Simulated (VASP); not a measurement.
## Y: single point with PBE

Y:

```
Y
1.0
     4.95552   -0.57217    0.81815
    -1.89707    5.89180   -0.02218
     1.52681   -0.55562    5.98627
Y
5
Direct
  0.92803 0.70449 0.96874
  0.72804 0.10450 0.76875
  0.12802 0.30451 0.16875
  0.52801 0.50448 0.56878
  0.32803 0.90451 0.36877
```

The cell was built from a structure type or drawn by symmetry, and may not be a known phase.

```
Program             : VASP 6.6.1
Task                : single point
Functional          : PBE
Potentials or basis : VASP PAW PBE potentials, release 64 (Y_sv)
Cutoff              : 520 eV
k mesh              : 4 × 4 × 4
Occupations         : gaussian, width 0.1 eV
Spin                : no spin polarisation
```

The pressure is 0.0 GPa and the band gap on the k mesh is zero (an odd number of electrons rules out a gap without spin polarisation).

Stress tensor (GPa, compression positive):
```
-0.03  0.02  0.00
 0.02  0.00 -0.03
 0.00 -0.03 -0.11
```

Levels at points of the mesh, in eV from the Fermi level:
```tsv
k point	band 24	band 25	band 26	band 27	band 28	band 29	band 30	band 31	band 32	band 33
(0.00, 0.00, 0.00)	-0.91	-0.91	-0.09	-0.09	-0.08	-0.08	0.27	0.27	0.28	0.28
(0.50, 0.00, 0.00)	-0.88	-0.88	-0.20	-0.20	0.21	0.21	0.48	0.48	0.59	1.23
(0.00, 0.50, 0.00)	-0.92	-0.70	-0.70	-0.39	-0.39	0.51	0.51	0.60	0.60	1.79
(0.50, 0.50, 0.00)	-0.87	-0.87	-0.20	-0.20	0.22	0.22	0.46	0.46	0.59	1.24
(0.00, 0.00, 0.50)	-0.93	-0.70	-0.70	-0.40	-0.40	0.51	0.51	0.61	0.61	1.77
(0.50, 0.00, 0.50)	-0.88	-0.88	-0.20	-0.20	0.22	0.22	0.46	0.46	0.59	1.24
(0.00, 0.50, 0.50)	-2.20	-1.80	-0.93	-0.13	-0.13	-0.13	-0.13	1.07	1.07	1.10
(0.50, 0.50, 0.50)	-0.88	-0.88	-0.20	-0.20	0.21	0.21	0.48	0.48	0.59	1.23
```

Run time: 9.6 min on 1 thread of AMD EPYC 7R43 64-Core Processor (Zen 3) (shared host), peak memory 0.34 GiB.

Caveat: the k points lie up to 0.37 Å⁻¹ apart, too coarse for converged energies and pressures of a metal.
